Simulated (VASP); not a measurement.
# W in VASP: notebook

The runs below take W through single point, with PBEsol.

Program: VASP 6.6.1. These are calculated values, not measurements. Logs are shortened: lines on timing, memory, paths and dates and some standing lists are left out, and cuts for length are marked.

### 1 The cell of the first run

The cell holds a slab with vacuum, 5 atoms: a = 2.731 Å, b = 2.731 Å, c = 24.921 Å, α = 90.00°, β = 90.00°, γ = 109.47°.

### 2 Single point, PBEsol

INCAR

```
  PREC = Accurate
  ENCUT = 520
  EDIFF = 1E-7
  ISMEAR = -1
  SIGMA = 0.1
  LREAL = False
  LASPH = True
  NELM = 80
  ALGO = Normal
  ISIF = 2
  LWAVE = False
  LCHARG = False
  LDIPOL = True
  IDIPOL = 3
  DIPOL = 0.5 0.5 0.500
  GGA = PS
  NBANDS = 43
```

KPOINTS

```
Automatic mesh
0
Gamma
  14 14 1
```

POSCAR

```
W
1.0
    2.7313605564      0.0000000000      0.0000000000
   -0.9104535188      2.5751514284      0.0000000000
    0.0000000000      0.0000000000     24.9206000000
W
5
Direct
    0.0000000000      0.0000000000      0.3239899875
    0.5000000000      0.5000000000      0.4102844142
    0.0000000000      0.0000000000      0.5000000000
    0.5000000000      0.5000000000      0.5897155855
    0.0000000000      0.0000000000      0.6760100128
```

Potentials or basis: VASP PAW PBE potentials, release 64 (W_sv).

Started as:

```console
> cat potpaw_PBE.64/W_sv/POTCAR > POTCAR
> mpirun -np 1 vasp_std > vasp.out
```

OUTCAR:

```text
PREC = Accurate
   ENCUT = 520
   EDIFF = 1E-7
   ISMEAR = -1
   LREAL = False
   LASPH = True
   NELM = 80
   ISIF = 2
   GGA = PS

 ion  position               nearest neighbor table
   1  0.000  0.000  0.324-   2 2.67   2 2.67   2 3.10   2 3.10
   2  0.500  0.500  0.410-   1 2.67   1 2.67   3 2.74   3 2.74   1 3.10   1 3.10   3 3.16   3 3.16

   3  0.000  0.000  0.500-   4 2.74   4 2.74   2 2.74   2 2.74   4 3.16   4 3.16   2 3.16   2 3.16

   4  0.500  0.500  0.590-   5 2.67   5 2.67   3 2.74   3 2.74   5 3.10   5 3.10   3 3.16   3 3.16

   5  0.000  0.000  0.676-   4 2.67   4 2.67   4 3.10   4 3.10

  LATTYP: Found a base centered orthorhombic cell.
 ALAT       =     3.1539035050
 B/A-ratio  =     1.4142135624
 C/A-ratio  =     7.9015099735

  Lattice vectors:

 A1 = (   2.7313605564,   0.0000000000,   0.0000000000)
 A2 = (  -0.9104535188,   2.5751514284,   0.0000000000)
 A3 = (   0.0000000000,   0.0000000000,  24.9206000000)

Analysis of symmetry for initial positions (statically):
=====================================================================
 Subroutine PRICEL returns:
 Original cell was already a primitive cell.

 Routine SETGRP: Setting up the symmetry group for a
 base centered orthorhombic supercell.

 Subroutine GETGRP returns: Found  8 space group operations
 (whereof  8 operations were pure point group operations)
 out of a pool of  8 trial point group operations.

The static configuration has the point symmetry D_2h.

Analysis of symmetry for dynamics (positions and initial velocities):
=====================================================================
 Subroutine PRICEL returns:
 Original cell was already a primitive cell.

 Routine SETGRP: Setting up the symmetry group for a
 base centered orthorhombic supercell.

 Subroutine GETGRP returns: Found  8 space group operations
 (whereof  8 operations were pure point group operations)
 out of a pool of  8 trial point group operations.

The dynamic configuration has the point symmetry D_2h.

 Subroutine INISYM returns: Found  8 space group operations
 (whereof  8 operations are pure point group operations),
 and found     1 'primitive' translations

----------------------------------------------------------------------------------------

                                     Primitive cell

  volume of cell :     175.2832

  direct lattice vectors                    reciprocal lattice vectors
     2.731360556  0.000000000  0.000000000     0.366117903  0.129442226  0.000000000
    -0.910453519  2.575151428  0.000000000     0.000000000  0.388326678  0.000000000
     0.000000000  0.000000000 24.920600000     0.000000000  0.000000000  0.040127445

  length of vectors
     2.731360556  2.731360556 24.920600000     0.388326678  0.388326678  0.040127445

  position of ions in fractional coordinates (direct lattice)
     0.000000000  0.000000000  0.323989987
     0.500000000  0.500000000  0.410284414
     0.000000000  0.000000000  0.500000000
     0.500000000  0.500000000  0.589715586
     0.000000000  0.000000000  0.676010013

  ion indices of the primitive-cell ions
   primitive index   ion index
                 1           1
                 2           2
                 3           3
                 4           4
                 5           5

----------------------------------------------------------------------------------------

 KPOINTS: Automatic mesh

Automatic generation of k-mesh.
 Grid dimensions read from file:
 generate k-points for:   14   14    1

 Generating k-lattice:

  Cartesian coordinates                     Fractional coordinates (reciprocal lattice)
     0.026151279  0.009245873  0.000000000     0.071428571 -0.000000000  0.000000000
     0.000000000  0.027737620  0.000000000     0.000000000  0.071428571  0.000000000
     0.000000000  0.000000000  0.040127445     0.000000000  0.000000000  1.000000000

  Length of vectors
     0.027737620  0.027737620  0.040127445

  Shift w.r.t. Gamma in fractional coordinates (k-lattice)
     0.000000000  0.000000000  0.000000000

 Subroutine IBZKPT returns following result:
 ===========================================

 Found     57 irreducible k-points:

 Following reciprocal coordinates:
            Coordinates               Weight
  0.000000  0.000000  0.000000      1.000000
  0.071429  0.000000  0.000000      4.000000
  0.142857  0.000000  0.000000      4.000000
  0.214286  0.000000  0.000000      4.000000
  0.285714 -0.000000  0.000000      4.000000
  0.357143  0.000000  0.000000      4.000000
[... 16 lines left out ...]
  0.214286  0.142857  0.000000      4.000000
  0.285714  0.142857  0.000000      4.000000
 [... further k-points ...]
   k-points           NKPTS =     57   k-points in BZ     NKDIM =     57   number of bands    NBANDS=     43
   number of dos      NEDOS =    301   number of ions     NIONS =      5
   total plane-waves  NPLWV =  76800
   dimension x,y,z NGX =    20 NGY =   20 NGZ =  192
   dimension x,y,z NGXF=    40 NGYF=   40 NGZF=  384
   ions per type =               5
   NGX,Y,Z   is equivalent  to a cutoff of  12.17, 12.17, 12.81 a.u.
   NGXF,Y,Z  is equivalent  to a cutoff of  24.35, 24.35, 25.62 a.u.
 SYSTEM =  unknown system
   PREC   = accura    normal or accurate (medium, high low for compatibility)
   ISTART =      0    job   : 0-new  1-cont  2-samecut
   ICHARG =      2    charge: 1-file 2-atom 10-const
   ISPIN  =      1    spin polarized calculation?
   LNONCOLLINEAR =      F non collinear calculations
   LSORBIT =      F    spin-orbit coupling
   LASPH  =      T    aspherical Exc in radial PAW
   ENCUT  =  520.0 eV  38.22 Ry    6.18 a.u.   5.08  5.08 46.34*2*pi/ulx,y,z
   NELM   =     80;   NELMIN=  2; NELMDL= -5     # of ELM steps
   EDIFF  = 0.1E-06   stopping-criterion for ELM
   LREAL  =      F    real-space projection
   EDIFFG = 0.1E-05   stopping-criterion for IOM
   NSW    =      0    number of steps for IOM
   IBRION =     -1    ionic relax: 0-MD 1-quasi-New 2-CG
   NFREE  =      0    steps in history (QN), initial steepest desc. (CG)
   ISIF   =      2    stress and relaxation
   ISYM   =      2    0-nonsym 1-usesym 2-fastsym
   POTIM  = 0.5000    time-step for ionic-motion
   TEBEG  =    0.0;   TEEND  =   0.0 temperature during run
   PSTRESS=    0.0 pullay stress
   NELECT =      70.0000    total number of electrons
   NUPDOWN=      -1.0000    fix difference up-down
   EMIN   =  10.00;   EMAX   =-10.00  energy-range for DOS
   EFERMI =   0.00;   METHOD = LEGACY
   ISMEAR =    -1;   SIGMA  =   0.10  broadening in eV -4-tet -1-fermi 0-gaus
   EFERMI_NEDOS =   21; number of points for ismear=-14 and -15
   IALGO  =     38    algorithm
   IMIX   =      4    mixing-type and parameters
     AMIX     =   0.40;   BMIX     =  1.00
     AMIX_MAG =   1.60;   BMIX_MAG =  1.00
  volume/ion in A,a.u.               =      35.06       236.57
  Fermi-wavevector in a.u.,A,eV,Ry     =   1.205575  2.278206 19.774844  1.453410
  Thomas-Fermi vector in A             =   2.341267
   LORBIT       =      0    0 simple, 1 ext, 2 COOP (PROOUT), +10 PAW based schemes
   GGA     = PS    functional components
   LHFCALC =     F    Hartree Fock is set to
   AEXX    =    0.0000 exact exchange contribution
   IVDW    =     0    specifies the selected vdW correction
   LEPSILON=     F    determine dielectric tensor
   LRPA    =     F    only Hartree local field effects (RPA)
 non-spin polarized calculation
  energy-cutoff  :      520.00
  volume of cell :      175.28
 maximum number of plane-waves:      4774
   NGX = 11   NGY = 11   NGZ = 93

 dipolmoment           0.000000      0.000000     -0.000000 electrons x Angstroem

 number of electron      70.0000016 magnetization

 dipolmoment           0.000000      0.000000      0.000000 electrons x Angstroem

 Free energy of the ion-electron system (eV)
  ---------------------------------------------------
  ext. energy  EPLUGINS =         0.00000000
  ---------------------------------------------------
  free energy    TOTEN  =       -65.92375962 eV

  energy without entropy =      -65.81144612  energy(sigma->0) =      -65.86760287

 E-fermi :   2.4932     XC(G=0):  -7.0032

 val. band max:        2.4743402241   @ k =   0.4286   0.4286   0.0000
 cond. band min:       2.5117212391   @ k =   0.3571   0.3571   0.0000
 fundamental gap:      0.0373810150
 Fermi energy:         2.4931892572

 k-point     1 :       0.0000    0.0000    0.0000
  band No.  band energies     occupation
      1     -71.6676      2.00000
      2     -71.6360      2.00000
      3     -71.5656      2.00000
      4     -71.4392      2.00000
      5     -71.4382      2.00000
      6     -36.4864      2.00000
[... 35 lines left out ...]
     42       4.4645      0.00000
     43       4.7112      0.00000

 k-point     2 :       0.0714    0.0000    0.0000
  band No.  band energies     occupation
      1     -71.6627      2.00000
      2     -71.6319      2.00000
      3     -71.5628      2.00000
      4     -71.4363      2.00000
      5     -71.4354      2.00000
      6     -36.4684      2.00000
[... 35 lines left out ...]
     42       4.3931      0.00000
     43       4.6131      0.00000

 k-point     3 :       0.1429    0.0000    0.0000
  band No.  band energies     occupation
      1     -71.6488      2.00000
      2     -71.6205      2.00000
      3     -71.5554      2.00000
      4     -71.4283      2.00000
      5     -71.4276      2.00000
      6     -36.4169      2.00000
[... 919 lines left out ...]
      6     -36.2535      2.00000
[... 35 lines left out ...]
     42       5.2820      0.00000
     43       5.3522      0.00000

 k-point    24 :       0.2857    0.1429    0.0000
  band No.  band energies     occupation
      1     -71.5735      2.00000
      2     -71.5668      2.00000
      3     -71.5316      2.00000
      4     -71.3930      2.00000
      5     -71.3930      2.00000
      6     -36.3298      2.00000
[... 35 lines left out ...]
     42       5.4714      0.00000
     43       5.5236      0.00000

 [... further k-points ...]

------------------------ aborting loop because EDIFF is reached ----------------------------------------

 vacuum level on the upper side and lower side of the slab       (xc-potential included)        -0.095        -0.095

  FORCE on cell =-STRESS in cart. coord.  units (eV):
  Direction    XX          YY          ZZ          XY          YZ          ZX
  --------------------------------------------------------------------------------------
  -------------------------------------------------------------------------------------
  Total       -3.1531556     -3.5502460      0.2876763     -0.5615706      0.0000000      0.0000000
  in kB      -28.8214410    -32.4510484      2.6295073     -5.1330400      0.0000000      0.0000000
  external PRESSURE =     -19.5476607 kB  Pullay stress =       0.0000000 kB

 VOLUME and BASIS-vectors are now :
 -----------------------------------------------------------------------------
  energy-cutoff  :      520.00
  volume of cell :      175.28
      direct lattice vectors                 reciprocal lattice vectors
     2.731360556  0.000000000  0.000000000     0.366117903  0.129442226  0.000000000
    -0.910453519  2.575151428  0.000000000     0.000000000  0.388326678  0.000000000
     0.000000000  0.000000000 24.920600000     0.000000000  0.000000000  0.040127445

 POSITION                                       TOTAL-FORCE (eV/Angst)
 -----------------------------------------------------------------------------------
      0.00000      0.00000      8.07402        -0.000000      0.000000     -0.041813
      0.91045      1.28758     10.22453        -0.000000      0.000000      0.005064
      0.00000      0.00000     12.46030        -0.000000      0.000000      0.000000
      0.91045      1.28758     14.69607         0.000000      0.000000     -0.005064
      0.00000      0.00000     16.84658        -0.000000      0.000000      0.041813
 -----------------------------------------------------------------------------------
    total drift:                               -0.000000     -0.000000      0.000000

  FREE ENERGIE OF THE ION-ELECTRON SYSTEM (eV)
  ---------------------------------------------------
  free  energy   TOTEN  =       -65.9237596164 eV

  energy  without entropy=      -65.8114461230  energy(sigma->0) =      -65.86760287

 vacuum level on the upper side and lower side of the slab         7.279         7.279
```

Run time: 22 min. Hardware: 1 thread of AMD EPYC 9755, shared host; peak memory 0.4 GiB.

What came out:

| Item | Value |
| --- | --- |
| Free energy | -65.9238 eV |
| Largest force | 0.042 eV/Å |
| Band gap on the k mesh | zero (bands 35 and 36 overlap by 1.95 eV) |

Forces in eV/Å, atoms in the order of the input:
```
W    0.000  0.000 -0.042
W    0.000  0.000  0.005
W    0.000  0.000  0.000
W    0.000  0.000 -0.005
W    0.000  0.000  0.042
```

Caveat: the PAW data sets were made with another functional, which shifts forces and pressure a little; spin-orbit coupling is left out, which moves the levels of the heavy elements.

### 3 Single point, PBEsol

INCAR

```
SYSTEM = W
ALGO     = Normal         ! electronic algorithm
DIPOL    = 0.5 0.5 0.500
EDIFF    = 1E-6           ! SCF threshold, eV
ENCUT    = 520            ! plane-wave cutoff, eV
GGA      = PS             ! functional
IDIPOL   = 3            
ISIF     = 2              ! what is computed and relaxed
ISMEAR   = -1             ! smearing method
LASPH    = .True.         ! aspherical terms in the spheres
LCHARG   = .False.        ! write CHGCAR
LDIPOL   = .True.       
LREAL    = .False.        ! projectors in reciprocal space
LWAVE    = .False.        ! write WAVECAR
NBANDS   = 43             ! bands
NELM     = 100            ! most SCF steps
PREC     = Accurate       ! precision mode
SIGMA    = 0.1            ! smearing width, eV
```

KPOINTS

```
k-points
0
Gamma
  14 14 1
  0 0 0
```

POSCAR is that of step 2.

Potentials or basis: VASP PAW PBE potentials, release 64 (W_sv).

Started as:

```console
> cat potpaw_PBE.64/W_sv/POTCAR > POTCAR
> mpirun -np 1 vasp_std > vasp.out
```

Run time: 20 min. Hardware: 1 thread of AMD EPYC 9755, shared host; peak memory 0.41 GiB.

The run converged. Its results:

```yaml
Free_energy: -65.9238 eV
Largest_force: 0.042 eV/Å
Band_gap_on_the_k_mesh: zero (bands 35 and 36 overlap by 1.95 eV)
```

Forces on the atoms (eV/Å):
```
W    0.000  0.000 -0.042
W    0.000  0.000  0.005
W    0.000  0.000  0.000
W    0.000  0.000 -0.005
W    0.000  0.000  0.042
```

Levels at points of the mesh, in eV from the Fermi level:
```tsv
k point	band 32	band 33	band 34	band 35	band 36	band 37	band 38	band 39
(0.00, 0.00, 0.00)	-1.35	-1.26	-1.21	-1.01	-0.07	-0.03	0.73	1.62
(0.50, 0.00, 0.00)	-1.16	-0.70	0.54	1.22	1.82	1.83	1.96	2.20
(0.50, 0.50, 0.00)	-0.35	0.39	0.81	0.95	1.85	1.90	2.00	2.09
```

Caveat: the PAW data sets were made with another functional, which shifts forces and pressure a little; spin-orbit coupling is left out, which moves the levels of the heavy elements.

The gap in the log of VASP goes by the Fermi energy; the results here count the filled bands.